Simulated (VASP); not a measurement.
Runs of VASP 6.6.1 on SnSe2. The structure is that of space group P-3m1 (No. 164), or close to it. The cells are those of the table. 

| cell | gap on the mesh (eV) | pressure (GPa) | largest force (eV/Å) |
| --- | --- | --- | --- |
| a = 3.935, b = 3.935, c = 5.711 Å, angles 90.0, 90.0, 120.0°, 3 atoms | (a) | 0.2 | 0.40 |
| a = 3.839, b = 3.839, c = 5.711 Å, angles 90.0, 90.0, 120.0°, 3 atoms | 0.21 | 4.0 | (b) |
| a = 3.743, b = 3.743, c = 6.162 Å, angles 90.0, 90.0, 120.0°, 3 atoms | (d) | 1.9 | 0.07 |
| a = 3.743, b = 3.743, c = 6.312 Å, angles 90.0, 90.0, 120.0°, 3 atoms | 0.27 | 0.2 | 0.42 |
| a = 3.647, b = 3.647, c = 6.312 Å, angles 90.0, 90.0, 120.0°, 3 atoms | 0.15 | 4.1 | (c) |
| a = 3.839, b = 3.839, c = 5.861 Å, angles 90.0, 90.0, 120.0°, 3 atoms | 0.30 | 1.9 | 0.35 |
| a = 3.743, b = 3.743, c = 6.012 Å, angles 90.0, 90.0, 120.0°, 3 atoms | 0.46 | 3.9 | 0.30 |

Alike in all rows: task single point; level PBE+D3(BJ); potentials or basis VASP PAW PBE potentials, release 64 (Sn_d, Se); no spin polarisation; k mesh 12 × 12 × 6; cutoff (eV) 520; smearing gaussian 0.03 eV.

Estimate the missing entries.

(a) 0.03; (b) 0.71; (c) 0.16; (d) 0.39.

Caveats: spin-orbit coupling is left out, which moves the levels of the heavy elements.

A k mesh can miss the band edges, and the runs leave out spin-orbit coupling on Se, Sn.
